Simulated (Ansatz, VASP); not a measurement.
**RbReB2: VASP beside Ansatz**

INCAR

```
SYSTEM = RbReB2
PREC     = Accurate       ! precision mode
ENCUT    = 600            ! plane-wave cutoff, eV
EDIFF    = 1E-6           ! SCF threshold, eV
ISMEAR   = 0              ! smearing method
SIGMA    = 0.1            ! smearing width, eV
LREAL    = .FALSE.        ! projectors in reciprocal space
LASPH    = .TRUE.         ! aspherical terms in the spheres
NELM     = 100            ! most SCF steps
ALGO     = Normal         ! electronic algorithm
ISIF     = 3              ! what is computed and relaxed
LWAVE    = .FALSE.        ! write WAVECAR
LCHARG   = .FALSE.        ! write CHGCAR
GGA      = PE             ! functional
IBRION   = 2              ! ionic algorithm
NSW      = 90             ! ionic steps
EDIFFG   = -0.04          ! ionic threshold
```

KPOINTS

```
regular mesh
0
G
  4 4 4
  0 0 0
```

POSCAR

```
RbReB2
1.0
    4.0598134400      0.0000000000      0.0000000000
    0.0000000000      4.0598134400      0.0000000000
    0.0000000000      0.0000000000      4.9849461500
Rb Re B
1 1 2
Direct
    0.0000000000      0.0000000000      0.4662092800
    0.0000000000      0.0000000000      0.9926794100
    0.0000000000      0.5000000000      0.8496069600
    0.5000000000      0.0000000000      0.8496069600
```

Input for Ansatz:

```yaml
crystal:
  lattice:
    - [4.05981344, 0.0, 0.0]
    - [0.0, 4.05981344, 0.0]
    - [0.0, 0.0, 4.98494615]
  atoms:
    - { symbol: Rb, position: [0.0, 0.0, 0.46620928] }
    - { symbol: Re, position: [0.0, 0.0, 0.99267941] }
    - { symbol: B, position: [0.0, 0.5, 0.84960696] }
    - { symbol: B, position: [0.5, 0.0, 0.84960696] }
basis:
  ecutwfc: 420
kpoints:
  mp_grid: { grid: [4, 4, 4] }
hamiltonian:
  xc: pbe
scf:
  occupations: { method: gaussian, width: 0.1 }
  lower_state_search: "off"
output:
  forces: true
  stress: true
  eigenvalues: true
relax:
  adjacent_minimum: "off"
  f_tol: 0.04
  max_steps: 70
  cell: { stress_tol: 0.4 }
```

Alike in both runs: task relaxation of cell and atoms; functional PBE; k mesh 4 × 4 × 4; occupations gaussian, width 0.1 eV; no spin polarisation.

|  | VASP | Ansatz |
| --- | --- | --- |
| version | VASP 6.6.1 | Ansatz 0.2.0 |
| potentials or method | VASP PAW PBE potentials, release 64 (Rb_sv, Re, B), cutoff 600 eV | scalar-relativistic, plane waves, PAW |
| valence electrons in the cell | 22 | 30 |

```csv
,VASP,Ansatz,Ansatz less VASP
"gap on the k mesh at the Fermi level, each at its own relaxed structure (eV)",none,none,-
relaxed volume (Å³/atom),25.44,25.41,-0.038
relaxed cell length with the largest relative difference (Å),7.112,7.142,+0.0297
```

A gap of «none» marks a metal or a gap that the smearing closes. VASP's potentials hold 22 valence electrons a cell and Ansatz's 30, so a difference there can come from the potentials and not from the codes.

The k mesh is coarse, so the values compare programs but aren't converged. Neither program's run includes spin-orbit coupling. Noted on VASP's run: the volume moved by over 15 % at a fixed basis, so the end points are rough.
